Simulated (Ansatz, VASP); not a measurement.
One calculation of Pt, two programs

```
Pt
1.0
    -1.79451    1.32638    1.56044
     1.32638   -1.79451    1.56044
     1.79451    1.79451   -2.02857
Pt
1
Direct
  0.00000 0.00000 0.00000
```

Change from the starting cell: engineering shear strain xz -0.3000, engineering shear strain yz -0.3000.

Alike in both runs: task single point; functional PBEsol; k mesh 20 × 20 × 20; occupations gaussian, width 0.15 eV; no spin polarisation.

|  | VASP | Ansatz |
| --- | --- | --- |
| version | VASP 6.6.1 | Ansatz 0.2.0 |
| potentials or method | VASP PAW PBE potentials, release 64 (Pt), cutoff 520 eV | scalar-relativistic, plane waves, PAW |
| valence electrons in the cell | 10 | 18 |

VASP gave:

| Property | Result |
| --- | --- |
| gap on the k mesh at the Fermi level (eV) | none |
| pressure (GPa) | 76.5 |
| traceless stress, the component that is largest in VASP (GPa) | 71.10 |

Estimate Ansatz's values.

gap on the k mesh at the Fermi level (eV): none; pressure (GPa): 79.5; traceless stress, the component that is largest in VASP (GPa): 74.17.

VASP's potentials were made for PBE, not for PBEsol, and Ansatz warns of the same on its side. A gap of «none» marks a metal or a gap that the smearing closes. Both programs put the cell under a high pressure, so it lies far from rest at this level. The functional is the same, so the differences come from potentials, cutoffs and numerics. VASP's potentials hold 10 valence electrons a cell and Ansatz's 18, so a difference there can come from the potentials and not from the codes.

Spin-orbit coupling is off throughout. Noted on VASP's run: the cell as given lies far from equilibrium.
